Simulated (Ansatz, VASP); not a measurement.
## Ag: VASP beside Ansatz

```
Ag
1.0
     0.00000    2.04310    2.04310
     2.08396    0.00000    2.04310
     2.08396    2.04310    0.00000
Ag
1
Direct
  0.00000 0.00000 0.00000
```

Change from the starting cell: strain +0.0200 x Voigt [1, 0, 0, 0, 0, 0], atoms carried along.

Alike in both runs: task single point; functional r2SCAN; k mesh 20 × 20 × 20; occupations gaussian, width 0.15 eV; no spin polarisation.

|  | VASP | Ansatz |
| --- | --- | --- |
| version | VASP 6.6.1 | Ansatz 0.2.0 |
| potentials or method | VASP PAW PBE potentials, release 64 (Ag), cutoff 520 eV | scalar-relativistic, plane waves, PAW |
| valence electrons in the cell | 11 | 19 |

|  | VASP | Ansatz | Ansatz less VASP |
| --- | --- | --- | --- |
| gap on the k mesh at the Fermi level (eV) | none | none | - |
| pressure (GPa) | -0.5 | -0.7 | -0.12 |
| traceless stress, the component that is largest in VASP (GPa) | -0.51 | -0.50 | +0.010 |

VASP's potentials were made for PBE, not for r2SCAN. A gap of «none» marks a metal or a gap that the smearing closes. VASP's potentials hold 11 valence electrons a cell and Ansatz's 19, so a difference there can come from the potentials and not from the codes.
